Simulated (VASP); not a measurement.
Here is a VASP 6.6.1 calculation.

Contents of INCAR:

```
SYSTEM = Ru
PREC = Accurate
ENCUT = 520
EDIFF = 1E-6
ISMEAR = -1
SIGMA = 0.05
LREAL = .False.
LASPH = .True.
NELM = 80
ALGO = Normal
ISIF = 2
LWAVE = .False.
LCHARG = .False.
GGA = RP
IVDW = 13
NBANDS = 21
```

The input KPOINTS:

```
Automatic mesh
0
Gamma
  11 11 6
  0 0 0
```

File POSCAR:

```
Ru
1.0
    2.6990872434      0.0000000000      0.0000000000
   -1.3495436217      2.3374781198      0.0000000000
    0.0000000000      0.0000000000      4.2729434105
Ru
2
Direct
    0.6666666667      0.3333333333      0.7500000000
    0.3333333333      0.6666666667      0.2500000000
```

Potentials or basis: VASP PAW PBE potentials, release 64 (Ru_pv).

Run with:

```sh
$ cat potpaw_PBE.64/Ru_pv/POTCAR > POTCAR
$ mpirun -np 1 vasp_std > vasp.out
```

**Question.** Estimate the dispersion energy per atom.

**Answer.** -1.000 eV.

**Question.** Estimate the band gap on the k mesh.

**Answer.** Zero (band 14 reaches 14.56 eV, above the bottom of band 15 at 11.46 eV).
